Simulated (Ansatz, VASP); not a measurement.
GaSb: VASP beside Ansatz

Contents of INCAR:

```
SYSTEM = GaSb
ALGO = Normal
EDIFF = 1E-7
ENCUT = 520
GGA = PE
ISIF = 2
ISMEAR = 0
LASPH = .True.
LCHARG = .False.
LREAL = .False.
LWAVE = .False.
NBANDS = 16
NELM = 100
PREC = Accurate
SIGMA = 0.15
```

The input KPOINTS:

```
k-points
0
Gamma
  16 16 16
  0 0 0
```

The input POSCAR:

```
GaSb
1.0
    0.0000000000      2.7253963743      3.8537104733
    2.7253963743      0.0000000000      3.8537104733
    2.7253963743      2.7253963743      0.0000000000
Ga Sb
1 1
Direct
    0.0000000000      0.0000000000      0.0000000000
    0.7500000000      0.7500000000      0.7500000000
```

Input for Ansatz:

```yaml
crystal:
  lattice:
    - [0.0, 2.7253963743, 3.8537104733]
    - [2.7253963743, 0.0, 3.8537104733]
    - [2.7253963743, 2.7253963743, 0.0]
  atoms:
    - { symbol: Ga, position: [0.0, 0.0, 0.0] }
    - { symbol: Sb, position: [0.75, 0.75, 0.75] }
basis:
  ecutwfc: 420
kpoints:
  mp_grid: { grid: [16, 16, 16] }
hamiltonian:
  xc: pbe
scf:
  occupations: { method: gaussian, width: 0.15 }
output:
  forces: true
  stress: true
  eigenvalues: true
```

Alike in both runs: task single point; functional PBE; k mesh 16 × 16 × 16; occupations gaussian, width 0.15 eV; no spin polarisation.

|  | VASP | Ansatz |
| --- | --- | --- |
| version | VASP 6.6.1 | Ansatz 0.2.0 |
| potentials or method | VASP PAW PBE potentials, release 64 (Ga_d, Sb), cutoff 520 eV | scalar-relativistic, plane waves, PAW |
| valence electrons in the cell | 18 | 28 |

|  | VASP | Ansatz | Ansatz less VASP |
| --- | --- | --- | --- |
| gap on the k mesh at the Fermi level (eV) | none | none | - |
| pressure (GPa) | 2.1 | 2.1 | -0.07 |
| traceless stress, the component that is largest in VASP (GPa) | -7.29 | -7.35 | -0.059 |

A gap of «none» marks a metal or a gap that the smearing closes. The functional is the same, so the differences come from potentials, cutoffs and numerics. VASP's potentials hold 18 valence electrons a cell and Ansatz's 28, so a difference there can come from the potentials and not from the codes.

Neither program's run includes spin-orbit coupling.
